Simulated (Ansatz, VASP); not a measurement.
**MgF2 in VASP and in Ansatz**

```
Mg F
1.0
     4.43714    0.00000    0.00000
     0.00000    4.43714    0.00000
     0.00000    0.00000    3.13430
Mg F
2 4
Cartesian
  0.0000 0.0000 0.0000
  2.2186 2.2186 1.5671
  1.3508 1.3508 0.0000
  0.8678 3.5694 1.5671
  3.5694 0.8678 1.5671
  3.0863 3.0863 0.0000
```

Change from the starting cell: epitaxial_xy strain -4.0%.

Alike in both runs: task single point; functional HSE06; k mesh 4 × 4 × 6; no spin polarisation.

```csv
,VASP,Ansatz
version,VASP 6.6.1,Ansatz 0.2.0
potentials or method,"VASP PAW PBE potentials, release 64 (Mg, F)","plane waves, PAW"
plane-wave cutoff (eV),520,420
occupations,"gaussian, width 0.01 eV",fixed
valence electrons in the cell,32,48
```

|  | VASP | Ansatz | Ansatz less VASP |
| --- | --- | --- | --- |
| gap on the k mesh at the Fermi level (eV) | 9.69 | 9.76 | +0.063 |
| pressure (GPa) | 6.8 | 7.1 | +0.33 |
| traceless stress, the component that is largest in VASP (GPa) | -6.04 | -5.92 | +0.113 |
| rms of the force components (eV/Å) | 0.004 | 0.003 | -0.0015 |

Atom by atom the forces differ by 0.001 eV/Å (rms over components). VASP's potentials hold 32 valence electrons a cell and Ansatz's 48, so a difference there can come from the potentials and not from the codes. Ansatz's warnings: stress exchange threshold loose, stress scf threshold loose.
